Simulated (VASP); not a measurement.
## Au: single point with LDA

Crystal: Au.

```
Au
1.0
     0.00000    2.02296    2.02296
     2.02296    0.00000    2.02296
     2.02296    2.02296    0.00000
Au
1
Direct
  0.00000 0.00000 0.00000
```

```json
{"Program": "VASP 6.6.1", "Task": "single point", "Functional": "LDA", "Potentials or basis": "VASP PAW LDA potentials, release 64 (Au)", "Cutoff": "520 eV", "k mesh": "13 × 13 × 13", "Occupations": "fermi-dirac, width 0.1 eV", "Spin": "no spin polarisation"}
```

```yaml
Pressure: 0.5 GPa
```

Levels at points of the mesh, in eV from the Fermi level:
```tsv
k point	band 2	band 3	band 4	band 5	band 6	band 7	band 8	band 9	band 10	band 11
(0.00, 0.00, 0.00)	-4.94	-4.94	-4.94	-3.32	-3.32	14.38	18.50	18.50	18.50	23.62
```

Wall time 12 s on 1 thread of Intel(R) Xeon(R) Platinum 8259CL CPU @ 2.50GHz (Skylake/Cascade Lake) (shared host), peak memory 0.14 GiB.

Caveat: spin-orbit coupling is left out, which moves the levels of the heavy elements.
